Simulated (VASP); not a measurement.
# TiSn: single point with PBE

Crystal: TiSn.

```
Ti Sn
1.0
     0.00000    2.75121    2.75121
     2.75121    0.00000    2.75121
     2.75121    2.75121    0.00000
Ti Sn
1 1
Direct
  0.00000 0.00000 0.00000
  0.50000 0.50000 0.50000
```

| Property | Result |
| --- | --- |
| Program | VASP 6.6.1 |
| Task | single point |
| Functional | PBE |
| Potentials or basis | VASP PAW PBE potentials, release 64 (Ti_sv, Sn_d) |
| Cutoff | 520 eV |
| k mesh | 8 × 8 × 8 |
| Occupations | fermi-dirac, width 0.05 eV |
| Spin | no spin polarisation |

```
Pressure               : 5.0 GPa
Band gap on the k mesh : zero (band 13 reaches 9.04 eV, above the bottom of band 14 at 8.64 eV)
```

Levels at points of the mesh, in eV from the Fermi level:
```csv
k point,band 10,band 11,band 12,band 13,band 14,band 15,band 16,band 17
"(0.00, 0.00, 0.00)",-9.96,0.10,0.10,0.10,0.51,0.51,3.57,3.57
"(0.50, 0.00, 0.00)",-7.13,-4.81,-1.52,-1.52,1.04,1.04,1.55,5.54
"(0.50, 0.50, 0.00)",-7.07,-3.52,-1.07,0.23,0.23,0.95,1.40,1.40
```

Wall time 39 s on 1 thread of AMD EPYC 9R45 96-Core Processor (Zen 5), on a shared host, peak memory 0.14 GiB.

Caveat: spin-orbit coupling is left out, which moves the levels of the heavy elements.
